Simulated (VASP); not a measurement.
# Cu (I4/mmm) in VASP: a series of runs, part 3 of 3

VASP 6.6.1. The steps go on from the part before.

## Step 4: Relaxation of cell and atoms, PBEsol

This run uses another cell than the first one, of 11.46 Å³/atom, 1.012 times its volume.

File INCAR:

```
ALGO     = Normal         # electronic algorithm
EDIFF    = 1E-6           # SCF threshold, eV
EDIFFG   = -0.01          # ionic threshold
ENCUT    = 600            # plane-wave cutoff, eV
GGA      = PS             # functional
IBRION   = 2              # ionic algorithm
ISIF     = 3              # what is computed and relaxed
ISMEAR   = -1             # smearing method
LASPH    = True           # aspherical terms in the spheres
LCHARG   = False          # write CHGCAR
LREAL    = False          # projectors in reciprocal space
LWAVE    = False          # write WAVECAR
NELM     = 60             # most SCF steps
NSW      = 80             # ionic steps
PREC     = Accurate       # precision mode
SIGMA    = 0.1            # smearing width, eV
```

File KPOINTS:

```
k-points
0
Gamma
  15 15 15
```

File POSCAR:

```
Cu
1.0
   -1.4427930000      1.4427930000      1.3760810000
    1.4427930000     -1.4427930000      1.3760810000
    1.4427930000      1.4427930000     -1.3760810000
Cu
1
Direct
    0.0000000000      0.0000000000      0.0000000000
```

Potentials or basis: VASP PAW PBE potentials, release 64 (Cu).

Started as:

```sh
> cat potpaw_PBE.64/Cu/POTCAR > POTCAR
> mpirun -np 1 vasp_std > vasp.out
```

OUTCAR:

```text
EDIFF = 1E-6
   EDIFFG = -0.01
   ENCUT = 600
   GGA = PS
   IBRION = 2
   ISIF = 3
   ISMEAR = -1
   LASPH = True
   LREAL = False
   NELM = 60
   NSW = 80
   PREC = Accurate

 ion  position               nearest neighbor table
   1  0.000  0.000  0.000-

  LATTYP: Found a body centered tetragonal cell.
 ALAT       =     2.8855860000
 C/A-ratio  =     0.9537619049

  Lattice vectors:

 A1 = (  -1.4427930000,   1.4427930000,   1.3760810000)
 A2 = (   1.4427930000,  -1.4427930000,   1.3760810000)
 A3 = (   1.4427930000,   1.4427930000,  -1.3760810000)

Analysis of symmetry for initial positions (statically):
=====================================================================
 Subroutine PRICEL returns:
 Original cell was already a primitive cell.

 Routine SETGRP: Setting up the symmetry group for a
 body centered tetragonal supercell.

 Subroutine GETGRP returns: Found 16 space group operations
 (whereof 16 operations were pure point group operations)
 out of a pool of 16 trial point group operations.

The static configuration has the point symmetry D_4h.

Analysis of symmetry for dynamics (positions and initial velocities):
=====================================================================
 Subroutine PRICEL returns:
 Original cell was already a primitive cell.

 Routine SETGRP: Setting up the symmetry group for a
 body centered tetragonal supercell.

 Subroutine GETGRP returns: Found 16 space group operations
 (whereof 16 operations were pure point group operations)
 out of a pool of 16 trial point group operations.

The dynamic configuration has the point symmetry D_4h.

 Subroutine INISYM returns: Found 16 space group operations
 (whereof 16 operations are pure point group operations),
 and found     1 'primitive' translations

[... 126 lines left out ...]
  volume of cell :       11.46
 maximum number of plane-waves:       402
   NGX =  9   NGY =  9   NGZ =  9

--------------------------------------- Ionic step        1  -------------------------------------------

 number of electron      11.0000000 magnetization

 Free energy of the ion-electron system (eV)
  ---------------------------------------------------
  ext. energy  EPLUGINS =         0.00000000
  ---------------------------------------------------
  free energy    TOTEN  =        -4.27919217 eV

  energy without entropy =       -4.27034220  energy(sigma->0) =       -4.27476719

------------------------ aborting loop because EDIFF is reached ----------------------------------------

  FORCE on cell =-STRESS in cart. coord.  units (eV):
  Direction    XX          YY          ZZ          XY          YZ          ZX
  --------------------------------------------------------------------------------------
  -------------------------------------------------------------------------------------
  Total       -0.0334368     -0.0334368     -0.0480122      0.0000000      0.0000000      0.0000000
  in kB       -4.6754490     -4.6754490     -6.7135196      0.0000000      0.0000000      0.0000000
  external PRESSURE =      -5.3548059 kB  Pullay stress =       0.0000000 kB
[... 92 lines left out ...]
--------------------------------------- Ionic step        4  -------------------------------------------

 number of electron      11.0000000 magnetization

 Free energy of the ion-electron system (eV)
  ---------------------------------------------------
  ext. energy  EPLUGINS =         0.00000000
  ---------------------------------------------------
  free energy    TOTEN  =        -4.27927390 eV

  energy without entropy =       -4.27044097  energy(sigma->0) =       -4.27485743

 E-fermi :   7.7746     XC(G=0): -13.1068

 val. band max:        7.7568843129   @ k =  -0.3333   0.4000   0.2000
 cond. band min:       7.7858575769   @ k =  -0.2000   0.4667   0.0667
 fundamental gap:      0.0289732639
 Fermi energy:         7.7746113406

 k-point     1 :       0.0000    0.0000    0.0000
  band No.  band energies     occupation
      1      -1.8188      2.00000
      2       4.4904      2.00000
      3       4.6903      2.00000
      4       4.6903      2.00000
      5       5.5729      2.00000
      6       5.7851      2.00000
      7      32.7078      0.00000
      8      32.7078      0.00000
      9      33.9676      0.00000
[... 265 lines left out ...]
 k-point    24 :       0.2000    0.1333    0.0000
  band No.  band energies     occupation
      1       1.2627      2.00000
      2       4.1696      2.00000
      3       4.3342      2.00000
      4       5.4996      2.00000
      5       5.8209      2.00000
      6       5.9137      2.00000
      7      21.3333      0.00000
      8      23.5177      0.00000
      9      27.1670      0.00000

 [... further k-points ...]

------------------------ aborting loop because EDIFF is reached ----------------------------------------

  FORCE on cell =-STRESS in cart. coord.  units (eV):
  Direction    XX          YY          ZZ          XY          YZ          ZX
  --------------------------------------------------------------------------------------
  -------------------------------------------------------------------------------------
  Total        0.0039994      0.0039994     -0.0086068      0.0000000      0.0000000      0.0000000
  in kB        0.5611958      0.5611958     -1.2076949      0.0000000      0.0000000      0.0000000
  external PRESSURE =      -0.0284344 kB  Pullay stress =       0.0000000 kB
[... 16 lines left out ...]
  FREE ENERGIE OF THE ION-ELECTRON SYSTEM (eV)
  ---------------------------------------------------
  free  energy   TOTEN  =        -4.2792738956 eV

  energy  without entropy=       -4.2704409703  energy(sigma->0) =       -4.27485743

 reached required accuracy - stopping structural energy minimisation
```

OSZICAR:

```text
N       E                     dE             d eps       ncg     rms          rms(c)
DAV:   1     0.378933227924E+02    0.37893E+02   -0.62354E+03  5368   0.232E+03
DAV:   2    -0.488946435296E+01   -0.42783E+02   -0.40794E+02  5214   0.206E+02
[... 23 lines left out ...]
   3 F= -.42792742E+01 E0= -.42748586E+01  d E =-.819816E-04
       N       E                     dE             d eps       ncg     rms          rms(c)
DAV:   1    -0.427931738597E+01   -0.43337E-04   -0.84220E-04  5432   0.764E-01    0.544E-02
DAV:   2    -0.427928856434E+01    0.28822E-04   -0.65462E-04  5453   0.593E-01    0.220E-02
DAV:   3    -0.427927489913E+01    0.13665E-04   -0.10444E-04  5352   0.244E-01    0.771E-03
DAV:   4    -0.427927386709E+01    0.10320E-05   -0.14449E-06  3088   0.170E-02    0.270E-04
DAV:   5    -0.427927389561E+01   -0.28521E-07   -0.62609E-08  2618   0.400E-03
   4 F= -.42792739E+01 E0= -.42748574E+01  d E =-.817213E-04
```

CONTCAR:

```text
Cu
   1.00000000000000
    -1.4413281525553974    1.4413281525553974    1.3740748689431495
     1.4413281525553974   -1.4413281525553974    1.3740748689431495
     1.4413281525553974    1.4413281525553974   -1.3740748689431495
  Cu
     1
Direct
     0.0000000000000000    0.0000000000000000    0.0000000000000000

  0.00000000E+00  0.00000000E+00  0.00000000E+00
```

Run time: 36 s. Hardware: 1 thread of AMD EPYC 9R45 (Zen 5), shared host; peak memory 0.13 GiB.

What came out:

| Property | Result |
| --- | --- |
| Free energy | -4.2793 eV |
| Relaxed volume | 11.42 Å³/atom |
| Relaxed cell | a = 2.458 Å, b = 2.458 Å, c = 2.458 Å, α = 108.21°, β = 108.21°, γ = 112.03° |
| Space group after relaxing (to 0.05 Å) | I4/mmm (No. 139) |
| Energy gained by relaxing | 0.1 meV/atom |
| Ionic steps | 4 |
| Pressure after relaxing | 0.0 GPa |

Final structure:
```
Cu
1.0
    -1.44133    1.44133    1.37407
     1.44133   -1.44133    1.37407
     1.44133    1.44133   -1.37407
Cu
1
Direct
  0.00000 0.00000 0.00000
```

Caveat: the PAW data sets were made with another functional, which shifts forces and pressure a little.

## Step 5: Relaxation of cell and atoms, LDA

This run uses another cell than the first one, of 11.46 Å³/atom, 1.012 times its volume.

File INCAR:

```
PREC = Accurate
ENCUT = 600
EDIFF = 1E-7
ISMEAR = -1
SIGMA = 0.1
LREAL = F
LASPH = T
NELM = 100
ALGO = Normal
ISIF = 3
LWAVE = F
LCHARG = F
IBRION = 2
NSW = 80
EDIFFG = -0.01
```

File KPOINTS:

```
Automatic mesh
0
Gamma
  15 15 15
```

POSCAR is that of step 4.

Potentials or basis: VASP PAW LDA potentials, release 64 (Cu).

Started as:

```sh
> cat potpaw_LDA.64/Cu/POTCAR > POTCAR
> mpirun -np 1 vasp_std > vasp.out
```

It took 34 s on 1 thread of AMD EPYC 9R45 (Zen 5), shared host; peak memory 0.13 GiB.

Results (log left out):

| Quantity | Value |
| --- | --- |
| Free energy | -4.6769 eV |
| Relaxed volume | 10.99 Å³/atom |
| Relaxed cell | a = 2.427 Å, b = 2.427 Å, c = 2.427 Å, α = 108.19°, β = 108.19°, γ = 112.06° |
| Space group after relaxing (to 0.05 Å) | I4/mmm (No. 139) |
| Energy gained by relaxing | 10.6 meV/atom |
| Ionic steps | 3 |
| Pressure after relaxing | 0.0 GPa |

Stress tensor (GPa, compression positive):
```
 0.04  0.00  0.00
 0.00  0.04  0.00
 0.00  0.00 -0.11
```

The path:
```
step  energy change (eV)  largest force (eV/Å)  pressure (GPa)  volume (Å³)
   1              0.0000                0.0000           -6.87        11.46
   2             -0.0049                0.0000            5.85        10.66
   3             -0.0106                0.0000           -0.01        10.99
```

Final structure:
```
Cu
1.0
    -1.42317    1.42317    1.35608
     1.42317   -1.42317    1.35608
     1.42317    1.42317   -1.35608
Cu
1
Direct
  0.00000 0.00000 0.00000
```

Levels at points of the mesh, in eV from the Fermi level:
```csv
k point,band 3,band 4,band 5,band 6,band 7,band 8,band 9
"(0.00, 0.00, 0.00)",-3.26,-3.26,-2.32,-2.09,25.38,25.38,26.67
```

## Step 6: The runs side by side

| task | level | potentials or basis | cell | cutoff (eV) | gap on the mesh (eV) | pressure (GPa) | relaxed volume (Å³/atom) |
| --- | --- | --- | --- | --- | --- | --- | --- |
| single point | r2SCAN+D4 | VASP PAW PBE potentials, release 64 (Cu) | a = 2.451 Å, angles 108.3, 108.3, 111.8°, 1 atom | 520 | none | 0.6 | - |
| single point | r2SCAN | VASP PAW PBE potentials, release 64 (Cu) | a = 2.463 Å, angles 108.2, 108.2, 112.0°, 1 atom | 520 | none | 0.7 | - |
| relaxation of cell and atoms | PBEsol | VASP PAW PBE potentials, release 64 (Cu) | relaxed from a = 2.461 Å, angles 108.2, 108.2, 112.0°, 1 atom | 600 | none | 0.0 | 11.42 |
| relaxation of cell and atoms | LDA | VASP PAW LDA potentials, release 64 (Cu) | relaxed from a = 2.461 Å, angles 108.2, 108.2, 112.0°, 1 atom | 600 | none | 0.0 | 10.99 |

Alike in all rows: no spin polarisation; k mesh 15 × 15 × 15; smearing fermi-dirac 0.1 eV.

Caveats: the PAW data sets were made with another functional, which shifts forces and pressure a little (some runs); pairwise dispersion overbinds metals, which lowers pressure and volume (some runs).

Total energies depend on the potentials used, so only differences within one code and one set of settings carry meaning.
